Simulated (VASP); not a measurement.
Input of a VASP 6.6.1 run:

File INCAR:

```
SYSTEM = Sc
PREC = Accurate
ENCUT = 520
EDIFF = 1E-6
ISMEAR = -1
SIGMA = 0.1
LREAL = .FALSE.
LASPH = .TRUE.
NELM = 80
ALGO = Normal
ISIF = 2
LWAVE = .FALSE.
LCHARG = .FALSE.
GGA = CA
NBANDS = 54
```

Contents of KPOINTS:

```
Automatic mesh
0
G
  6 6 6
  0 0 0
```

POSCAR

```
Sc
1.0
    5.7117853480      0.0000000000      0.0000000000
    0.0000000000      5.7117853480      0.0000000000
    0.0000000000      0.0000000000      5.7117853480
Sc
8
Direct
    0.0000000000      0.0000000000      1.0000000000
    0.5000000000      0.5000000000      0.5000000000
    0.2500000000      0.0000000000      0.5000000000
    0.7500000000      0.0000000000      0.5000000000
    0.5000000000      0.2500000000      1.0000000000
    0.5000000000      0.7500000000      0.0000000000
    1.0000000000      0.5000000000      0.2500000000
    1.0000000000      0.5000000000      0.7500000000
```

Potentials or basis: VASP PAW LDA potentials, release 64 (Sc_sv).

Command:

```console
$ cat potpaw_LDA.64/Sc_sv/POTCAR > POTCAR
$ mpirun -np 1 vasp_std > vasp.out
```

Task: What does it give for the band gap on the k mesh?

Result: Zero (bands 44 and 45 overlap by 0.45 eV).

Task: What does it give for the pressure?

Result: 0.1 GPa.
